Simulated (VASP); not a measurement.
HgTe, 2 atoms in the cell. The structure is cubic, space group Fm-3m (No. 225). The conventional cell has a = 6.006 Å, b = 6.006 Å, c = 6.006 Å, α = 90.00°, β = 90.00°, γ = 90.00°. Hg (site symmetry m-3m) has 6 Te at 3.00 Å within 4.0 Å. Te (site symmetry m-3m) has 6 Hg at 3.00 Å within 4.0 Å. 

* Program: VASP 6.6.1
* Task: single point
* Functional: PBEsol
* Potentials or basis: VASP PAW PBE potentials, release 64 (Hg, Te)
* Cutoff: 520 eV
* k mesh: 12 × 12 × 12
* Occupations: gaussian, width 0.1 eV
* Spin: no spin polarisation
* Dipole correction: no
* Further INCAR settings: ALGO = Normal; EDIFF = 1e-07; NBANDS = 16

Potentials or basis: VASP PAW PBE potentials, release 64 (Hg, Te).

Command:

```sh
$ cat potpaw_PBE.64/Hg/POTCAR potpaw_PBE.64/Te/POTCAR > POTCAR
$ mpirun -np 1 vasp_std > vasp.out
```

Hardware: 1 thread of Intel Xeon 8259CL, on a shared host.

Question: Estimate the wall time of this run.

Answer: Wall time 75 s on 1 thread of Intel Xeon 8259CL, with other jobs on the host, peak memory 0.22 GiB. Counts: scf iterations 13, k points 72.
